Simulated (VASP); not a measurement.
# Fe (Pm-3m) in VASP: notebook

The runs below take Fe through single point, with PBE.

Everything below comes from runs of VASP 6.6.1. Logs are shortened: lines on timing, memory, paths and dates and some standing lists are left out, and cuts for length are marked.

## 1. The cell of the first run

The structure is cubic, space group Pm-3m (No. 221). The conventional cell has a = 1.881 Å, b = 1.881 Å, c = 1.881 Å, α = 90.00°, β = 90.00°, γ = 90.00°. Fe (site symmetry m-3m) has 6 Fe at 1.88 Å within 2.5 Å.

This isn't the form of Fe at room conditions, which is bcc.

## 2. Single point, PBE, collinear spin, ferromagnetic start (6.66 Å³/atom)

Contents of POSCAR:

```
Fe
1.0
    1.8811302161      0.0000000000      0.0000000000
    0.0000000000      1.8811302161      0.0000000000
    0.0000000000      0.0000000000      1.8811302161
Fe
1
Direct
    0.0000000000      0.0000000000      0.0000000000
```

Contents of INCAR.step1:

```
PREC = Accurate
ENCUT = 520
EDIFF = 1E-6
ISMEAR = -1
SIGMA = 0.1
LREAL = F
LASPH = T
NELM = 150
ALGO = Normal
ISIF = 2
LWAVE = F
LCHARG = T
ISPIN = 2
MAGMOM = 2.5
LMAXMIX = 4
GGA = PE
NBANDS = 14
```

Contents of KPOINTS.step1:

```
regular mesh
0
Gamma
  18 18 18
```

Contents of INCAR.step2:

```
PREC = Accurate
ENCUT = 520
EDIFF = 1E-6
ISMEAR = -5
SIGMA = 0.1
LREAL = F
LASPH = T
NELM = 150
ALGO = Normal
ISIF = 2
LWAVE = F
LCHARG = F
ISPIN = 2
MAGMOM = 2.5
LORBIT = 11
LMAXMIX = 4
GGA = PE
NEDOS = 2001
ICHARG = 11
```

Contents of KPOINTS.step2:

```
regular mesh
0
Gamma
  27 27 27
```

Potentials or basis: VASP PAW PBE potentials, release 64 (Fe).

The run is started by

```sh
cat potpaw_PBE.64/Fe/POTCAR > POTCAR
cp INCAR.step1 INCAR
cp KPOINTS.step1 KPOINTS
mpirun -np 1 vasp_std > vasp.out
cp INCAR.step2 INCAR
cp KPOINTS.step2 KPOINTS
mpirun -np 1 vasp_std > vasp.out
```

OUTCAR:

```text
PREC = Accurate
   ENCUT = 520
   EDIFF = 1E-6
   ISMEAR = -5
   LREAL = F
   LASPH = T
   NELM = 150
   ISIF = 2
   ISPIN = 2
   LORBIT = 11
   GGA = PE
   ICHARG = 11

 ion  position               nearest neighbor table
   1  0.000  0.000  0.000-

  LATTYP: Found a simple cubic cell.
 ALAT       =     1.8811302161

  Lattice vectors:

 A1 = (   1.8811302161,   0.0000000000,   0.0000000000)
 A2 = (   0.0000000000,   1.8811302161,   0.0000000000)
 A3 = (   0.0000000000,   0.0000000000,   1.8811302161)

Analysis of symmetry for initial positions (statically):
=====================================================================
 Subroutine PRICEL returns:
 Original cell was already a primitive cell.

 Routine SETGRP: Setting up the symmetry group for a
 simple cubic supercell.

 Subroutine GETGRP returns: Found 48 space group operations
 (whereof 48 operations were pure point group operations)
 out of a pool of 48 trial point group operations.

The static configuration has the point symmetry O_h .

Analysis of symmetry for dynamics (positions and initial velocities):
=====================================================================
 Subroutine PRICEL returns:
 Original cell was already a primitive cell.

 Routine SETGRP: Setting up the symmetry group for a
 simple cubic supercell.

 Subroutine GETGRP returns: Found 48 space group operations
 (whereof 48 operations were pure point group operations)
 out of a pool of 48 trial point group operations.

The dynamic configuration has the point symmetry O_h .

Analysis of structural, dynamic, and magnetic symmetry:
=====================================================================
 Subroutine PRICEL returns:
 Original cell was already a primitive cell.

 Routine SETGRP: Setting up the symmetry group for a
 simple cubic supercell.

 Subroutine GETGRP returns: Found 48 space group operations
 (whereof 48 operations were pure point group operations)
 out of a pool of 48 trial point group operations.

The overall configuration has the point symmetry O_h .

 Subroutine INISYM returns: Found 48 space group operations
 (whereof 48 operations are pure point group operations),
 and found     1 'primitive' translations

----------------------------------------------------------------------------------------

                                     Primitive cell

  volume of cell :       6.6567

  direct lattice vectors                    reciprocal lattice vectors
     1.881130216  0.000000000  0.000000000     0.531595310  0.000000000  0.000000000
     0.000000000  1.881130216  0.000000000     0.000000000  0.531595310  0.000000000
[... 118 lines left out ...]
  energy-cutoff  :      520.00
  volume of cell :        6.66
 maximum number of plane-waves:       191
 NGX is ok and might be reduce to    14

 number of electron       8.0000008 magnetization       0.0018175

 Free energy of the ion-electron system (eV)
  ---------------------------------------------------
  ext. energy  EPLUGINS =         0.00000000
  ---------------------------------------------------
  free energy    TOTEN  =        -3.51454407 eV

  energy without entropy =       -3.51454407  energy(sigma->0) =       -3.51454407

 E-fermi :  13.6993     XC(G=0): -16.2933

 val. band max:       13.7280600174   @ k =   0.4815   0.3333   0.2963
 cond. band min:      13.6653967355   @ k =   0.3704   0.3333   0.0000
 fundamental gap:     -0.0626632819
 Fermi energy:        13.6993172020

 spin component 1

 k-point     1 :       0.0000    0.0000    0.0000
  band No.  band energies     occupation
      1       1.9523      1.00000
      2       5.5539      1.00000
      3       5.5539      1.00000
      4      15.7491      0.00000
      5      15.7491      0.00000
      6      15.7491      0.00000
      7      42.7508      0.00000
      8      42.7508      0.00000
      9      42.7509      0.00000
[... 265 lines left out ...]
 k-point    24 :       0.3704    0.0370    0.0000
  band No.  band energies     occupation
      1       6.4609      1.00000
      2       6.7916      1.00000
      3      10.4293      1.00000
      4      12.5537      1.00000
      5      12.7472      1.00003
      6      15.9882      0.00000
      7      26.9796      0.00000
      8      43.6562      0.00000
      9      49.8793      0.00000

 [... further k-points ...]

 spin component 2

 k-point     1 :       0.0000    0.0000    0.0000
  band No.  band energies     occupation
      1       1.9526      1.00000
      2       5.5552      1.00000
      3       5.5552      1.00000
      4      15.7508      0.00000
      5      15.7508      0.00000
      6      15.7508      0.00000
      7      42.7513      0.00000
      8      42.7513      0.00000
      9      42.7513      0.00000
[... 265 lines left out ...]
 k-point    24 :       0.3704    0.0370    0.0000
  band No.  band energies     occupation
      1       6.4616      1.00000
      2       6.7929      1.00000
      3      10.4300      1.00000
      4      12.5552      1.00000
      5      12.7486      1.00003
      6      15.9899      0.00000
      7      26.9805      0.00000
      8      43.6560      0.00000
      9      49.7706      0.00000

 [... further k-points ...]

------------------------ aborting loop because EDIFF is reached ----------------------------------------

  FORCE on cell =-STRESS in cart. coord.  units (eV):
  Direction    XX          YY          ZZ          XY          YZ          ZX
  --------------------------------------------------------------------------------------
  -------------------------------------------------------------------------------------
  Total       15.8103462     15.8103462     15.8103462     -0.0000000     -0.0000000      0.0000000
  in kB     3805.3568079   3805.3568079   3805.3568079     -0.0000000     -0.0000000      0.0000000
  external PRESSURE =    3805.3568079 kB  Pullay stress =       0.0000000 kB

 VOLUME and BASIS-vectors are now :
 -----------------------------------------------------------------------------
  energy-cutoff  :      520.00
  volume of cell :        6.66
      direct lattice vectors                 reciprocal lattice vectors
     1.881130216  0.000000000  0.000000000     0.531595310  0.000000000  0.000000000
     0.000000000  1.881130216  0.000000000     0.000000000  0.531595310  0.000000000
     0.000000000  0.000000000  1.881130216     0.000000000  0.000000000  0.531595310

 POSITION                                       TOTAL-FORCE (eV/Angst)
 -----------------------------------------------------------------------------------
      0.00000      0.00000      0.00000         0.000000      0.000000      0.000000
 -----------------------------------------------------------------------------------
    total drift:                               -0.000000     -0.000000     -0.000000

  FREE ENERGIE OF THE ION-ELECTRON SYSTEM (eV)
  ---------------------------------------------------
  free  energy   TOTEN  =        -3.5145440681 eV

  energy  without entropy=       -3.5145440681  energy(sigma->0) =       -3.51454407

 total charge

# of ion       s       p       d       tot
------------------------------------------
    1        0.795   1.003   7.443   9.241

 magnetization (x)

# of ion       s       p       d       tot
------------------------------------------
    1       -0.000  -0.000   0.001   0.001
```

Run time: 20 s. Hardware: 1 thread of Intel Xeon 6975P-C (Granite Rapids), shared host; peak memory 0.19 GiB.

Results:

- Net moment: 0.00 μB per cell

Caveat: atoms lie so close that the PAW spheres overlap strongly, which falsifies energies and pressures; tetrahedron occupations give inexact forces and stress in metals.

## 3. Single point, PBE, collinear spin, ferromagnetic start

This run uses another cell than the first one, of 13.31 Å³/atom.

Contents of POSCAR:

```
Fe
1.0
    2.3700755569      0.0000000000      0.0000000000
    0.0000000000      2.3700755569      0.0000000000
    0.0000000000      0.0000000000      2.3700755569
Fe
1
Direct
    0.0000000000      0.0000000000      0.0000000000
```

INCAR.step1 is that of step 2.

Contents of KPOINTS.step1:

```
Automatic mesh
0
Gamma
  18 18 18
```

Edit INCAR.step2 of step 2 so:

```diff
@@ -17,2 +17,3 @@
 GGA = PE
+NBANDS = 14
 NEDOS = 2001
```

Contents of KPOINTS.step2:

```
Automatic mesh
0
Gamma
  27 27 27
```

Potentials or basis: VASP PAW PBE potentials, release 64 (Fe).

The run is started by

```sh
cat potpaw_PBE.64/Fe/POTCAR > POTCAR
cp INCAR.step1 INCAR
cp KPOINTS.step1 KPOINTS
mpirun -np 1 vasp_std > vasp.out
cp INCAR.step2 INCAR
cp KPOINTS.step2 KPOINTS
mpirun -np 1 vasp_std > vasp.out
```

Run time: 59 s. Hardware: 1 thread of Intel Xeon 6975P-C (Granite Rapids), shared host; peak memory 0.29 GiB.

Results (log left out):

| Quantity | Value |
| --- | --- |
| Net moment | 2.39 μB per cell |
| Site moments | Fe +2.39 μB |
| Valence electrons inside the program's atomic spheres | Fe 7.17 |

Levels at points of the mesh, in eV from the Fermi level:
Spin up:
| k point | band 2 | band 3 | band 4 | band 5 | band 6 | band 7 | band 8 | band 9 |
| --- | --- | --- | --- | --- | --- | --- | --- | --- |
| (0.00, 0.00, 0.00) | -3.90 | -3.90 | -0.59 | -0.59 | -0.59 | 18.65 | 18.65 | 18.65 |
Spin down:
```
           k point  band 1  band 2  band 3  band 4  band 5  band 6  band 7
(0.00, 0.00, 0.00)   -7.51   -2.41   -2.40    2.44    2.44    2.44   19.27
```

Caveat: tetrahedron occupations give inexact forces and stress in metals.
